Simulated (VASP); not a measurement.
Write the native input for VASP 6.6.1 that does the following.

```yaml
Task: single point
Functional: PBEsol
Potentials_or_basis: VASP PAW PBE potentials, release 64 (Cu)
Cutoff: 520 eV
k_mesh: 22 × 22 × 22
Occupations: gaussian, width 0.15 eV
Spin: no spin polarisation
Dipole_correction: no
Further_INCAR_settings: ALGO = Fast; EDIFF = 1e-06; NBANDS = 12
```

The structure of Cu lies in POSCAR:

```
Cu
1.0
   -0.0416013458      1.9598064388      1.7816422171
    1.6034779954     -0.0416013458      1.7816422171
    1.5618766496      1.9182050930      0.0000000000
Cu
1
Direct
    0.0000000000      0.0000000000      0.0000000000
```

This cell differs from its parent crystal: engineering shear strain xy -0.0467, strain +e along x and -e along y -0.1000.

One way to write it, as run:

INCAR

```
SYSTEM = Cu
PREC = Accurate
ENCUT = 520
EDIFF = 1E-6
ISMEAR = 0
SIGMA = 0.15
LREAL = .FALSE.
LASPH = .TRUE.
NELM = 100
ALGO = Fast
ISIF = 2
LWAVE = .FALSE.
LCHARG = .FALSE.
GGA = PS
NBANDS = 12
```

KPOINTS

```
Automatic mesh
0
G
  22 22 22
  0 0 0
```

Potentials or basis: VASP PAW PBE potentials, release 64 (Cu).

Command:

```bash
$ cat potpaw_PBE.64/Cu/POTCAR > POTCAR
$ mpirun -np 1 vasp_std > vasp.out
```

It gave:

| Property | Result |
| --- | --- |
| Pressure | 4.2 GPa |
| Band gap on the k mesh | zero (an odd number of electrons rules out a gap without spin polarisation) |

Caveat: the cell differs from its parent crystal (engineering shear strain xy -0.0467, strain +e along x and -e along y -0.1000); the stress differs along the axes, from -4 to 9 GPa; the PAW data sets were made with another functional, which shifts forces and pressure a little.

Run time: 4.3 min on 1 thread of AMD EPYC 7R13 Processor (Zen 3), on a shared host, peak memory 0.42 GiB.
